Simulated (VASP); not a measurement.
Crystal: BaS.

```
Ba S
1.0
     0.00000    3.02209    3.02209
     3.02209    0.00000    3.02209
     3.02209    3.02209    0.00000
Ba S
1 1
Direct
  0.00000 0.00000 0.00000
  0.50000 0.50000 0.50000
```

This cell differs from its parent crystal: strain -5.9%.

Base run:

```yaml
Program: VASP 6.6.1
Functional: r2SCAN
Potentials_or_basis: VASP PAW PBE potentials, release 64 (Ba_sv, S)
Cutoff: 520 eV
k_mesh: 8 × 8 × 8
Occupations: gaussian, width 0.01 eV
Spin: no spin polarisation
```

Its results: band gap on the k mesh 2.09 eV, direct; pressure 13.4 GPa.

Task: The run is repeated on the same cell with these changes: functional from r2SCAN to PBE; k mesh from 8 × 8 × 8 to 4 × 4 × 4. What comes out?

Result: Band gap on the k mesh 1.73 eV, indirect (least direct gap 1.73 eV); pressure 12.9 GPa.

Several settings changed at once, so the effect can't be laid on one alone.

Caveats: some runs use coarse meshes; spin-orbit coupling is left out, which moves the levels of the heavy elements; the PAW data sets were made with another functional, which shifts forces and pressure a little (some runs).

A k mesh can miss the band edges.
